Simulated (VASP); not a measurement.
Wanted: the native input for a VASP 6.6.1 run.

- Task: single point
- Functional: LDA
- Potentials or basis: VASP PAW LDA potentials, release 64 (Zr_sv, S)
- Cutoff: 500 eV
- k mesh: 6 × 6 × 2
- Occupations: gaussian, width 0.01 eV
- Spin: no spin polarisation
- Dipole correction: no
- Further INCAR settings: ALGO = Normal; EDIFF = 1e-06; NBANDS = 19

The structure of ZrS2 lies in POSCAR:

```
ZrS2
1.0
    3.6743990828      0.0000000000      0.0000000000
   -1.8371995414      3.1821229494      0.0000000000
    0.0000000000      0.0000000000      5.8568562426
Zr S
1 2
Direct
    0.0000000000      0.0000000000      0.0000000000
    0.3333333333      0.6666666667      0.2462324613
    0.6666666667      0.3333333333      0.7537675387
```

These files were run (other wordings do the same):

INCAR

```
ALGO     = Normal         # electronic algorithm
EDIFF    = 1E-6           # SCF threshold, eV
ENCUT    = 500            # plane-wave cutoff, eV
GGA_COMPAT= False        
ISIF     = 2              # what is computed and relaxed
ISMEAR   = 0              # smearing method
LASPH    = True           # aspherical terms in the spheres
LCHARG   = False          # write CHGCAR
LREAL    = False          # projectors in reciprocal space
LWAVE    = False          # write WAVECAR
NBANDS   = 19             # bands
NELM     = 120            # most SCF steps
PREC     = Accurate       # precision mode
SIGMA    = 0.01           # smearing width, eV
```

KPOINTS

```
k-points
0
Gamma
  6 6 2
```

Potentials or basis: VASP PAW LDA potentials, release 64 (Zr_sv, S).

The run is started by

```sh
$ cat potpaw_LDA.64/Zr_sv/POTCAR potpaw_LDA.64/S/POTCAR > POTCAR
$ mpirun -np 1 vasp_std > vasp.out
```

Results of the run:

```json
{
 "Pressure": "-3.9 GPa",
 "Largest force": "0.272 eV/Å",
 "Band gap on the k mesh": "0.76 eV, indirect (least direct gap 1.38 eV)"
}
```

Caveat: the k points lie up to 0.54 Å⁻¹ apart.

Run time: 9.7 s on 1 thread of Intel(R) Xeon(R) Platinum 8488C (Sapphire Rapids), on a shared host, peak memory 0.16 GiB.
